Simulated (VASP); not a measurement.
A run of VASP 6.6.1 is set up as follows.

File POSCAR:

```
Os
1.0
    2.7380156928      0.0000000000      0.0000000000
   -1.3690078464      2.3711911460      0.0000000000
    0.0000000000      0.0000000000      4.3204352414
Os
2
Direct
    0.3333333333      0.6666666667      0.2500000000
    0.6666666667      0.3333333333      0.7500000000
```

File INCAR.step1:

```
PREC = Accurate
ENCUT = 520
ISMEAR = -1
SIGMA = 0.15
LREAL = False
LASPH = True
NELM = 100
NBANDS = 15
GGA = PE
ALGO = Normal
EDIFF = 1E-4
LWAVE = True
LCHARG = False
```

Contents of INCAR.step2:

```
PREC = Accurate
ENCUT = 520
EDIFF = 1E-6
ISMEAR = -1
SIGMA = 0.15
LREAL = False
LASPH = True
NELM = 100
ALGO = Normal
ISIF = 2
LWAVE = False
LCHARG = False
METAGGA = R2SCAN
LMIXTAU = True
NBANDS = 15
ISTART = 1
```

File KPOINTS:

```
regular mesh
0
Gamma
  18 18 10
```

Potentials or basis: VASP PAW PBE potentials, release 64 (Os).

The run is started by

```console
$ cat potpaw_PBE.64/Os/POTCAR > POTCAR
$ cp INCAR.step1 INCAR
$ mpirun -np 1 vasp_std > vasp.out
$ cp INCAR.step2 INCAR
$ mpirun -np 1 vasp_std > vasp.out
```

Estimate the pressure.

1.0 GPa.

Predict the band gap on the k mesh.

zero (bands 8 and 9 overlap by 4.06 eV).

Caveat: the PAW data sets were made with another functional, which shifts forces and pressure a little; spin-orbit coupling is left out, which moves the levels of the heavy elements.
